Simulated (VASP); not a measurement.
A run of VASP 6.6.1 is set up as follows.

File INCAR:

```
PREC = Accurate
ENCUT = 600
EDIFF = 1E-8
ISMEAR = 0
SIGMA = 0.01
LREAL = F
LASPH = T
NELM = 100
ALGO = Normal
ISIF = 3
LWAVE = F
LCHARG = F
GGA = PS
IBRION = 6
NFREE = 2
POTIM = 0.015
NSW = 1
```

KPOINTS

```
Automatic mesh
0
Gamma
  10 10 10
```

POSCAR

```
InP
1.0
    0.0000000000      2.8203469900      2.8203469900
    2.8203469900      0.0000000000      2.8203469900
    2.8203469900      2.8203469900      0.0000000000
In P
1 1
Direct
    0.0000000000      0.0000000000      0.0000000000
    0.7500000000      0.7500000000      0.7500000000
```

Potentials or basis: VASP PAW PBE potentials, release 64 (In_d, P).

Launch:

```bash
$ cat potpaw_PBE.64/In_d/POTCAR potpaw_PBE.64/P/POTCAR > POTCAR
$ mpirun -np 1 vasp_std > vasp.out
```

(1) What does it give for the elastic constants C11, C12, C44?

(2) Estimate the Voigt bulk modulus.

(3) Predict the highest phonon frequency at Γ, LO-TO splitting left out.

## Answers

(1) 126, 91, 42 GPa.

(2) 102 GPa.

(3) 346 cm⁻¹.

Caveat: the cell is under stress, which shifts elastic constants; the PAW data sets were made with another functional, which shifts forces and pressure a little.
